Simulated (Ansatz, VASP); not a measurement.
# Hf2C: VASP beside Ansatz

```
Hf C
1.0
     1.62777    0.93979    5.20577
    -1.62777    0.93979    5.20577
     0.00000   -1.87959    5.20577
Hf C
2 1
Direct
  0.24614 0.24614 0.24614
  0.75386 0.75386 0.75386
  0.50000 0.50000 0.50000
```

Alike in both runs: functional PBEsol; k mesh 18 × 18 × 18; occupations gaussian, width 0.1 eV; no spin polarisation.

Ansatz relaxed the structure, and its values are those at the end. VASP's run is a single point on that final structure, the one shown.

|  | VASP | Ansatz |
| --- | --- | --- |
| version | VASP 6.6.1 | Ansatz 0.2.0 |
| potentials or method | VASP PAW PBE potentials, release 64 (Hf_pv, C), cutoff 520 eV | scalar-relativistic, plane waves, PAW |
| valence electrons in the cell | 24 | 56 |

```csv
,VASP,Ansatz,Ansatz less VASP
gap on the k mesh at the Fermi level (eV),none,none,-
pressure (GPa),-0.4,0.0,+0.46
rms of the force components (eV/Å),0.027,0.000,-0.0270
```

VASP's potentials were made for PBE, not for PBEsol. A gap of «none» marks a metal or a gap that the smearing closes. With one functional, cell and mesh, what is left measures potentials, basis and numerics. VASP's potentials hold 24 valence electrons a cell and Ansatz's 56, so a difference there can come from the potentials and not from the codes.

Spin-orbit coupling is off throughout.
